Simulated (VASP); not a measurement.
A run of VASP 6.6.1:

Contents of INCAR:

```
SYSTEM = Au
PREC = Accurate
ENCUT = 520
EDIFF = 1E-6
ISMEAR = -1
SIGMA = 0.05
LREAL = .False.
LASPH = .True.
NELM = 80
ALGO = Normal
ISIF = 2
LWAVE = .False.
LCHARG = .False.
GGA = PE
NBANDS = 18
```

KPOINTS

```
Automatic mesh
0
Gamma
  13 13 13
  0 0 0
```

Contents of POSCAR:

```
Au
1.0
    0.0000000000      3.0806280692      3.0806280692
    3.0806280692      0.0000000000      3.0806280692
    3.0806280692      3.0806280692      0.0000000000
Au
2
Direct
   -0.1250000000     -0.1250000000     -0.1250000000
    0.1250000000      0.1250000000      0.1250000000
```

Potentials or basis: VASP PAW PBE potentials, release 64 (Au).

Launch:

```sh
$ cat potpaw_PBE.64/Au/POTCAR > POTCAR
$ mpirun -np 1 vasp_std > vasp.out
```

Hardware: 1 thread of AMD EPYC 9R45 96-Core Processor (Zen 5), with other jobs on the host.

Task: How long does it take, and how much memory?

Result: Run time: 25 s on 1 thread of AMD EPYC 9R45 96-Core Processor (Zen 5), with other jobs on the host, peak memory 0.19 GiB. Counts: scf iterations 11, k points 84.
